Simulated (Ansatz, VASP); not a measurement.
One calculation of Rb2PI6, two programs

The input POSCAR:

```
Rb2PI6
1.0
    0.0000000000      5.6658910000      5.6658910000
    5.6658910000      0.0000000000      5.6658910000
    5.6658910000      5.6658910000      0.0000000000
I P Rb
6 1 2
Direct
    0.7453500000      0.2546500000      0.2546500000
    0.2546500000      0.7453500000      0.2546500000
    0.2546500000      0.7453500000      0.7453500000
    0.7453500000      0.2546500000      0.7453500000
    0.2546500000      0.2546500000      0.7453500000
    0.7453500000      0.7453500000      0.2546500000
    0.5000000000      0.5000000000      0.5000000000
    0.2500000000      0.2500000000      0.2500000000
    0.7500000000      0.7500000000      0.7500000000
```

File INCAR.step1:

```
ALGO = Normal ; EDIFF = 1E-4
ENCUT = 520 ; GGA = PE
ISMEAR = 0 ; LASPH = T
LCHARG = F ; LREAL = F
LWAVE = T ; NBANDS = 42
NELM = 80 ; PREC = Accurate
SIGMA = 0.2993
```

INCAR.step2

```
ALGO = Normal ; EDIFF = 1E-7
ENCUT = 520 ; ISIF = 2
ISMEAR = 0 ; ISTART = 1
LASPH = T ; LCHARG = F
LMIXTAU = T ; LREAL = F
LWAVE = F ; METAGGA = R2SCAN
NBANDS = 42 ; NELM = 80
PREC = Accurate ; SIGMA = 0.2993
```

File KPOINTS:

```
k-points
0
Gamma
  5 5 5
```

Input for Ansatz:

```yaml
crystal:
  lattice:
    - [0.0, 5.665891, 5.665891]
    - [5.665891, 0.0, 5.665891]
    - [5.665891, 5.665891, 0.0]
  atoms:
    - { symbol: I, position: [0.74535, 0.25465, 0.25465] }
    - { symbol: I, position: [0.25465, 0.74535, 0.25465] }
    - { symbol: I, position: [0.25465, 0.74535, 0.74535] }
    - { symbol: I, position: [0.74535, 0.25465, 0.74535] }
    - { symbol: I, position: [0.25465, 0.25465, 0.74535] }
    - { symbol: I, position: [0.74535, 0.74535, 0.25465] }
    - { symbol: P, position: [0.5, 0.5, 0.5] }
    - { symbol: Rb, position: [0.25, 0.25, 0.25] }
    - { symbol: Rb, position: [0.75, 0.75, 0.75] }
  symmetry: { tolerance: 0.0003 }
kpoints:
  mp_grid: { grid: [5, 5, 5], shift: [0, 0, 0] }
  band_path:
    path:
      - [0.0, 0.0, 0.0]
      - [0.5, 0.0, 0.5]
      - [0.625, 0.25, 0.625]
      - [0.375, 0.375, 0.75]
      - [0.0, 0.0, 0.0]
      - [0.5, 0.5, 0.5]
      - [0.5, 0.25, 0.75]
      - [0.5, 0.0, 0.5]
    npoints: 8
magnetization:
  spin_polarized: false
scf:
  occupations: { method: gaussian, width: 0.2993 }
  lower_state_search: "off"
  max_iter: 200
hamiltonian:
  pseudopotentials: { kind: paw }
  xc: r2scan
basis:
  ecutwfc: 500
  fft_grid_basis: typed
output:
  forces: true
  stress: true
  eigenvalues: true
  bader: true
  populations: true
  elf: true
  write_potential: true
  volumetric_format: npy
  dos:
    e_range: [-12, 8]
    de: 0.05
    projected: { site_lists: { I: [I], P: [P], Rb: [Rb] } }
checkpoint:
  read: saved_state
```

Alike in both runs: task single point; functional r2SCAN; k mesh 5 × 5 × 5; occupations gaussian, width 0.2993 eV; no spin polarisation.

|  | VASP | Ansatz |
| --- | --- | --- |
| version | VASP 6.6.1 | Ansatz 0.2.0 |
| potentials or method | VASP PAW PBE potentials, release 64 (I, P, Rb_sv), cutoff 520 eV | PAW plane waves |
| valence electrons in the cell | 65 | 125 |

```tsv
	VASP	Ansatz	Ansatz less VASP
pressure (GPa)	-0.4	-0.4	+0.01
rms of the force components (eV/Å)	0.107	0.106	-0.0005
```

VASP's potentials were made for PBE, not for r2SCAN. Atom by atom the forces differ by 0.001 eV/Å (rms over components). VASP's potentials hold 65 valence electrons a cell and Ansatz's 125, so a difference there can come from the potentials and not from the codes.

Neither program's run includes spin-orbit coupling.
